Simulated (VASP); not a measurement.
# YbH3 (Fm-3m) in VASP: notebook

The runs below take YbH3 through single point, with LDA, revPBE+D3(BJ), RPBE.

All numbers are computed with VASP 6.6.1; they aren't measurements. Logs are shortened: lines on timing, memory, paths and dates and some standing lists are left out, and cuts for length are marked.

### Step 1. The cell of the first run

The structure is cubic, space group Fm-3m (No. 225). Conventional cell: a = 4.949 Å, b = 4.949 Å, c = 4.949 Å, α = 90.00°, β = 90.00°, γ = 90.00°. Within 2.8 Å of Yb (site symmetry m-3m) lie 14 H at 2.14 to 2.47 Å. Within 2.8 Å of H (site symmetry -43m) lie 4 Yb at 2.14 Å and 10 H at 2.14 to 2.47 Å. Within 2.8 Å of H (site symmetry m-3m) lie 8 H at 2.14 Å and 6 Yb at 2.47 Å.

### Step 2. Single point, LDA

Contents of INCAR:

```
  PREC = Accurate
  ENCUT = 600
  EDIFF = 1E-6
  ISMEAR = 1
  SIGMA = 0.01
  LREAL = F
  LASPH = T
  NELM = 200
  ALGO = Normal
  ISIF = 2
  LWAVE = F
  LCHARG = F
  GGA = CA
  NBANDS = 22
  GGA_COMPAT = F
  LMAXMIX = 6
```

Contents of KPOINTS:

```
Automatic mesh
0
Gamma
  10 10 10
```

Contents of POSCAR:

```
YbH3
1.0
    0.0000000000      2.4745861258      2.4745861258
    2.4745861258      0.0000000000      2.4745861258
    2.4745861258      2.4745861258      0.0000000000
Yb H
1 3
Direct
    0.0000000000      0.0000000000      0.0000000000
    0.7500000000      0.7500000000      0.7500000000
    0.2500000000      0.2500000000      0.2500000000
    0.5000000000      0.5000000000      0.5000000000
```

Potentials or basis: VASP PAW PBE potentials, release 64 (Yb, H).

Launch:

```bash
> cat potpaw_PBE.64/Yb/POTCAR potpaw_PBE.64/H/POTCAR > POTCAR
> mpirun -np 1 vasp_std > vasp.out
```

OUTCAR:

```text
PREC = Accurate
   ENCUT = 600
   EDIFF = 1E-6
   ISMEAR = 1
   LREAL = F
   LASPH = T
   NELM = 200
   ISIF = 2
   GGA = CA

 ion  position               nearest neighbor table
   1  0.000  0.000  0.000-   2 2.14   2 2.14   2 2.14   2 2.14   3 2.14   3 2.14   3 2.14   3 2.14

   2  0.750  0.750  0.750-   1 2.14   1 2.14   1 2.14   1 2.14
   3  0.250  0.250  0.250-   1 2.14   1 2.14   1 2.14   1 2.14
   4  0.500  0.500  0.500-

  LATTYP: Found a face centered cubic cell.
 ALAT       =     4.9491722516

  Lattice vectors:

 A1 = (   0.0000000000,   2.4745861258,   2.4745861258)
 A2 = (   2.4745861258,   0.0000000000,   2.4745861258)
 A3 = (   2.4745861258,   2.4745861258,   0.0000000000)

Analysis of symmetry for initial positions (statically):
=====================================================================
 Subroutine PRICEL returns:
 Original cell was already a primitive cell.

 Routine SETGRP: Setting up the symmetry group for a
 face centered cubic supercell.

 Subroutine GETGRP returns: Found 48 space group operations
 (whereof 48 operations were pure point group operations)
 out of a pool of 48 trial point group operations.

The static configuration has the point symmetry O_h .

Analysis of symmetry for dynamics (positions and initial velocities):
=====================================================================
 Subroutine PRICEL returns:
 Original cell was already a primitive cell.

 Routine SETGRP: Setting up the symmetry group for a
 face centered cubic supercell.

 Subroutine GETGRP returns: Found 48 space group operations
 (whereof 48 operations were pure point group operations)
 out of a pool of 48 trial point group operations.

The dynamic configuration has the point symmetry O_h .

 Subroutine INISYM returns: Found 48 space group operations
 (whereof 48 operations are pure point group operations),
 and found     1 'primitive' translations

----------------------------------------------------------------------------------------

                                     Primitive cell

  volume of cell :      30.3066

  direct lattice vectors                    reciprocal lattice vectors
     0.000000000  2.474586126  2.474586126    -0.202053990  0.202053990  0.202053990
     2.474586126  0.000000000  2.474586126     0.202053990 -0.202053990  0.202053990
     2.474586126  2.474586126  0.000000000     0.202053990  0.202053990 -0.202053990

  length of vectors
     3.499593260  3.499593260  3.499593260     0.349967776  0.349967776  0.349967776

  position of ions in fractional coordinates (direct lattice)
     0.000000000  0.000000000  0.000000000
     0.750000000  0.750000000  0.750000000
     0.250000000  0.250000000  0.250000000
     0.500000000  0.500000000  0.500000000

  ion indices of the primitive-cell ions
   primitive index   ion index
                 1           1
                 2           2
                 3           3
                 4           4

----------------------------------------------------------------------------------------

 KPOINTS: Automatic mesh

Automatic generation of k-mesh.
 Grid dimensions read from file:
 generate k-points for:   10   10   10

 Generating k-lattice:

  Cartesian coordinates                     Fractional coordinates (reciprocal lattice)
    -0.020205399  0.020205399  0.020205399     0.100000000  0.000000000  0.000000000
     0.020205399 -0.020205399  0.020205399     0.000000000  0.100000000  0.000000000
     0.020205399  0.020205399 -0.020205399     0.000000000  0.000000000  0.100000000

  Length of vectors
     0.034996778  0.034996778  0.034996778

  Shift w.r.t. Gamma in fractional coordinates (k-lattice)
     0.000000000  0.000000000  0.000000000

 Subroutine IBZKPT returns following result:
 ===========================================

 Found     47 irreducible k-points:

 Following reciprocal coordinates:
            Coordinates               Weight
  0.000000  0.000000  0.000000      1.000000
  0.100000  0.000000  0.000000      8.000000
  0.200000  0.000000  0.000000      8.000000
  0.300000  0.000000  0.000000      8.000000
  0.400000  0.000000  0.000000      8.000000
  0.500000  0.000000  0.000000      4.000000
[... 16 lines left out ...]
  0.300000  0.300000  0.000000      6.000000
  0.400000  0.300000  0.000000     24.000000
 [... further k-points ...]
   k-points           NKPTS =     47   k-points in BZ     NKDIM =     47   number of bands    NBANDS=     22
   number of dos      NEDOS =    301   number of ions     NIONS =      4
   total plane-waves  NPLWV =  21952
   dimension x,y,z NGX =    28 NGY =   28 NGZ =   28
   dimension x,y,z NGXF=    56 NGYF=   56 NGZF=   56
   ions per type =               1   3
   NGX,Y,Z   is equivalent  to a cutoff of  13.30, 13.30, 13.30 a.u.
   NGXF,Y,Z  is equivalent  to a cutoff of  26.60, 26.60, 26.60 a.u.
 SYSTEM =  unknown system
   PREC   = accura    normal or accurate (medium, high low for compatibility)
   ISTART =      0    job   : 0-new  1-cont  2-samecut
   ICHARG =      2    charge: 1-file 2-atom 10-const
   ISPIN  =      1    spin polarized calculation?
   LNONCOLLINEAR =      F non collinear calculations
   LSORBIT =      F    spin-orbit coupling
   LASPH  =      T    aspherical Exc in radial PAW
   ENCUT  =  600.0 eV  44.10 Ry    6.64 a.u.   6.99  6.99  6.99*2*pi/ulx,y,z
   NELM   =    200;   NELMIN=  2; NELMDL= -5     # of ELM steps
   EDIFF  = 0.1E-05   stopping-criterion for ELM
   LREAL  =      F    real-space projection
   EDIFFG = 0.1E-04   stopping-criterion for IOM
   NSW    =      0    number of steps for IOM
   IBRION =     -1    ionic relax: 0-MD 1-quasi-New 2-CG
   NFREE  =      0    steps in history (QN), initial steepest desc. (CG)
   ISIF   =      2    stress and relaxation
   ISYM   =      2    0-nonsym 1-usesym 2-fastsym
   POTIM  = 0.5000    time-step for ionic-motion
   TEBEG  =    0.0;   TEEND  =   0.0 temperature during run
   PSTRESS=    0.0 pullay stress
   NELECT =      27.0000    total number of electrons
   NUPDOWN=      -1.0000    fix difference up-down
   EMIN   =  10.00;   EMAX   =-10.00  energy-range for DOS
   EFERMI =   0.00;   METHOD = LEGACY
   ISMEAR =     1;   SIGMA  =   0.01  broadening in eV -4-tet -1-fermi 0-gaus
   EFERMI_NEDOS =   21; number of points for ismear=-14 and -15
   IALGO  =     38    algorithm
   IMIX   =      4    mixing-type and parameters
     AMIX     =   0.40;   BMIX     =  1.00
     AMIX_MAG =   1.60;   BMIX_MAG =  1.00
  volume/ion in A,a.u.               =       7.58        51.13
  Fermi-wavevector in a.u.,A,eV,Ry     =   1.575253  2.976796 33.761775  2.481420
  Thomas-Fermi vector in A             =   2.676264
   LORBIT       =      0    0 simple, 1 ext, 2 COOP (PROOUT), +10 PAW based schemes
   GGA     = CA    functional components
   LHFCALC =     F    Hartree Fock is set to
   AEXX    =    0.0000 exact exchange contribution
   IVDW    =     0    specifies the selected vdW correction
   LEPSILON=     F    determine dielectric tensor
   LRPA    =     F    only Hartree local field effects (RPA)
 non-spin polarized calculation
 Methfessel and Paxton  Order N= 1 SIGMA  =   0.01
  energy-cutoff  :      600.00
  volume of cell :       30.31
 maximum number of plane-waves:      1031
   NGX = 13   NGY = 13   NGZ = 13

 number of electron      27.0000005 magnetization

 Free energy of the ion-electron system (eV)
  ---------------------------------------------------
  ext. energy  EPLUGINS =         0.00000000
  ---------------------------------------------------
  free energy    TOTEN  =       -16.24541740 eV

  energy without entropy =      -16.24540322  energy(sigma->0) =      -16.24541268

 E-fermi :   1.9714     XC(G=0): -12.0270

 val. band max:        1.9655102281   @ k =   0.4000   0.3000   0.1000
 cond. band min:       2.0103753111   @ k =  -0.4000   0.2000   0.1000
 fundamental gap:      0.0448650830
 Fermi energy:         1.9714362424

 k-point     1 :       0.0000    0.0000    0.0000
  band No.  band energies     occupation
      1     -48.7000      2.00000
      2     -20.8432      2.00000
      3     -20.8432      2.00000
      4     -20.8432      2.00000
      5      -7.3899      2.00000
      6       0.3280      2.00000
[... 14 lines left out ...]
     21      14.1941      0.00000
     22      14.1941      0.00000

 k-point     2 :       0.1000    0.0000    0.0000
  band No.  band energies     occupation
      1     -48.6960      2.00000
      2     -20.9222      2.00000
      3     -20.8515      2.00000
      4     -20.8515      2.00000
      5      -7.1188      2.00000
      6       0.1352      2.00000
[... 14 lines left out ...]
     21      14.8943      0.00000
     22      14.9101      0.00000

 k-point     3 :       0.2000    0.0000    0.0000
  band No.  band energies     occupation
      1     -48.6854      2.00000
      2     -21.1212      2.00000
      3     -20.8731      2.00000
      4     -20.8731      2.00000
      5      -6.3719      2.00000
      6      -0.4192      2.00000
[... 14 lines left out ...]
     21      16.6183      0.00000
     22      16.6183      0.00000

 k-point     4 :       0.3000    0.0000    0.0000
  band No.  band energies     occupation
      1     -48.6722      2.00000
      2     -21.3537      2.00000
      3     -20.8996      2.00000
      4     -20.8996      2.00000
      5      -5.3302      2.00000
      6      -1.1600      2.00000
[... 14 lines left out ...]
     21      18.0376      0.00000
     22      18.0376      0.00000

 k-point     5 :       0.4000    0.0000    0.0000
  band No.  band energies     occupation
      1     -48.6616      2.00000
      2     -21.5322      2.00000
      3     -20.9208      2.00000
      4     -20.9208      2.00000
      5      -4.2627      2.00000
      6      -1.9067      2.00000
[... 417 lines left out ...]
 k-point    22 :      -0.2000    0.2000    0.0000
  band No.  band energies     occupation
      1     -48.6677      2.00000
      2     -21.3165      2.00000
      3     -21.0399      2.00000
      4     -20.8959      2.00000
      5      -4.9538      2.00000
      6      -1.1141      2.00000
[... 14 lines left out ...]
     21      15.3227      0.00000
     22      19.8998      0.00000

 k-point    23 :       0.3000    0.3000    0.0000
  band No.  band energies     occupation
      1     -48.6631      2.00000
      2     -21.3395      2.00000
      3     -20.9990      2.00000
      4     -20.9990      2.00000
      5      -4.7118      2.00000
      6      -1.5208      2.00000
[... 14 lines left out ...]
     21      14.3054      0.00000
     22      14.3054      0.00000

 k-point    24 :       0.4000    0.3000    0.0000
  band No.  band energies     occupation
      1     -48.6547      2.00000
      2     -21.4309      2.00000
      3     -21.0517      2.00000
      4     -21.0252      2.00000
      5      -3.9308      2.00000
      6      -1.8256      2.00000
[... 14 lines left out ...]
     21      13.3937      0.00000
     22      14.6126      0.00000

 [... further k-points ...]
[... 5 lines left out ...]
  --------------------------------------------------------------------------------------
  -------------------------------------------------------------------------------------
  Total        0.0885577      0.0885577      0.0885577     -0.0000000     -0.0000000     -0.0000000
  in kB        4.6816537      4.6816537      4.6816537     -0.0000000     -0.0000000     -0.0000000
  external PRESSURE =       4.6816537 kB  Pullay stress =       0.0000000 kB

 VOLUME and BASIS-vectors are now :
 -----------------------------------------------------------------------------
  energy-cutoff  :      600.00
  volume of cell :       30.31
      direct lattice vectors                 reciprocal lattice vectors
     0.000000000  2.474586126  2.474586126    -0.202053990  0.202053990  0.202053990
     2.474586126  0.000000000  2.474586126     0.202053990 -0.202053990  0.202053990
     2.474586126  2.474586126  0.000000000     0.202053990  0.202053990 -0.202053990

 POSITION                                       TOTAL-FORCE (eV/Angst)
 -----------------------------------------------------------------------------------
      0.00000      0.00000      0.00000        -0.000000     -0.000000      0.000000
      3.71188      3.71188      3.71188        -0.000000     -0.000000     -0.000000
      1.23729      1.23729      1.23729         0.000000      0.000000     -0.000000
      2.47459      2.47459      2.47459        -0.000000     -0.000000      0.000000
 -----------------------------------------------------------------------------------
    total drift:                               -0.000000      0.000000      0.000000

  FREE ENERGIE OF THE ION-ELECTRON SYSTEM (eV)
  ---------------------------------------------------
  free  energy   TOTEN  =       -16.2454174048 eV

  energy  without entropy=      -16.2454032215  energy(sigma->0) =      -16.24541268
```

It took 41 s on 1 thread of AMD EPYC 9R45 (Zen 5), shared host; peak memory 0.15 GiB.

Results:

```
Free energy            : -16.2454 eV
Pressure               : 0.5 GPa
Band gap on the k mesh : zero (an odd number of electrons rules out a gap without spin polarisation)
```

Levels at points of the mesh, in eV from the Fermi level:
```csv
k point,band 9,band 10,band 11,band 12,band 13,band 14,band 15,band 16,band 17,band 18
"(0.00, 0.00, 0.00)",-0.52,-0.33,-0.33,-0.33,1.69,2.89,2.89,2.89,3.27,6.00
"(0.50, 0.00, 0.00)",-0.49,-0.39,-0.39,-0.37,-0.33,1.67,2.59,2.59,7.81,7.81
"(0.50, 0.50, 0.00)",-0.47,-0.46,-0.42,-0.42,-0.41,-0.24,7.63,7.63,8.03,8.33
```

Caveat: the PAW data sets were made with another functional, which shifts forces and pressure a little; spin-orbit coupling is left out, which moves the levels of the heavy elements; an odd number of electrons without spin polarisation forces a metal; a magnetic or distorted state may lie lower. Spin polarisation is off, so any magnetic state and its effect on volume and gap are missing.

(Continued in part 2 of 2.)

The gap in the log of VASP goes by the Fermi energy; the results here count the filled bands.